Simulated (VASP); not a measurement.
The system is KBr.

```
CELL_PARAMETERS angstrom
5.67165 0.00000 0.00000
-2.83582 4.91179 0.00000
0.00000 0.00000 6.65143
ATOMIC_POSITIONS crystal
K 0.33333 0.66667 0.25000
K 0.66667 0.33333 0.75000
Br 0.66667 0.33333 0.25000
Br 0.33333 0.66667 0.75000
```

```yaml
Program: VASP 6.6.1
Task: relaxation of cell and atoms
Functional: LDA
Potentials_or_basis: VASP PAW LDA potentials, release 64 (K_sv, Br)
Cutoff: 600 eV
k_mesh: 6 × 6 × 4
Occupations: fermi-dirac, width 0.02 eV
Spin: no spin polarisation
```

At the start: pressure -1.5 GPa; volume 46.32 Å³/atom.

Where does the relaxation end?

Over 8 steps the energy falls by 31.0 meV/atom and the volume is 40.49 Å³/atom (-12.6 %); space group P6_3/mmc (No. 194, to 0.05 Å).

The path:
| step | energy change (eV) | largest force (eV/Å) | pressure (GPa) | volume (Å³) |
| --- | --- | --- | --- | --- |
| 1 | 0.0000 | 0.0000 | -1.47 | 185.30 |
| 2 | -0.0864 | 0.0000 | -0.92 | 174.11 |
| 3 | -0.1228 | 0.0000 | -0.15 | 163.70 |
| 4 | -0.1233 | 0.0000 | 0.00 | 162.10 |
| 5 | -0.1233 | 0.0000 | -0.04 | 162.54 |
| 6 | -0.1238 | 0.0000 | -0.04 | 162.37 |
| 7 | -0.1239 | 0.0000 | -0.03 | 162.20 |
| 8 | -0.1240 | 0.0000 | -0.01 | 161.95 |

Final structure:
```
K Br
1.0
     5.43390    0.00000    0.00000
    -2.71695    4.70590    0.00000
     0.00000    0.00000    6.33323
K Br
2 2
Direct
  0.33333 0.66667 0.25000
  0.66667 0.33333 0.75000
  0.66667 0.33333 0.25000
  0.33333 0.66667 0.75000
```
